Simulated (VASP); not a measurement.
ZnS: electric field gradients with PBE

**What was measured.**

From “Electronic, vibrational, and thermodynamic properties of ZnS (zincblende and rocksalt structure)”, 2009, arxiv:0911.5022, for a bulk crystal of ZnS at 19 K: band gap 3.85 eV (direct).

The system is ZnS.

```
Zn S
1.0
     0.00000    2.70465    2.70465
     2.70465    0.00000    2.70465
     2.70465    2.70465    0.00000
Zn S
1 1
Direct
  0.00000 0.00000 0.00000
  0.75000 0.75000 0.75000
```

```json
{
  "Program": "VASP 6.6.1",
  "Task": "electric field gradients",
  "Functional": "PBE",
  "Potentials or basis": "VASP PAW PBE potentials, release 64 (Zn, S)",
  "Cutoff": "520 eV",
  "k mesh": "9 × 9 × 9",
  "Occupations": "fermi-dirac, width 0.01 eV",
  "Spin": "no spin polarisation",
  "Dipole correction": "no",
  "Further INCAR settings": "ALGO = Normal; EDIFF = 1e-08; NBANDS = 16"
}
```

```json
{
  "Pressure": "1.5 GPa",
  "Band gap on the k mesh": "2.10 eV, direct"
}
```

Levels at points of the mesh, in eV from the valence-band top:
```
           k point  band 7  band 8  band 9  band 10  band 11  band 12
(0.00, 0.00, 0.00)    0.00    0.00    0.00     2.10     6.40     6.40
```

It took 19 s on 1 thread of AMD EPYC 7R43 64-Core Processor (Zen 3), on a shared host, peak memory 0.13 GiB.

A measured gap of ZnS is 3.85 eV (direct; 19 K; quoted in “Electronic, vibrational, and thermodynamic properties of ZnS (zincblende and rocksalt structure)”, 2009, arxiv:0911.5022); the calculated 2.10 eV misses it by -1.75 eV. The value is that of PBE, without temperature or zero-point motion. Semilocal functionals fall short of measured gaps as a rule.

Caveat: without QUAD_EFG the Cq values of the log hold for a quadrupole moment of 1 mb, not for the nuclei.
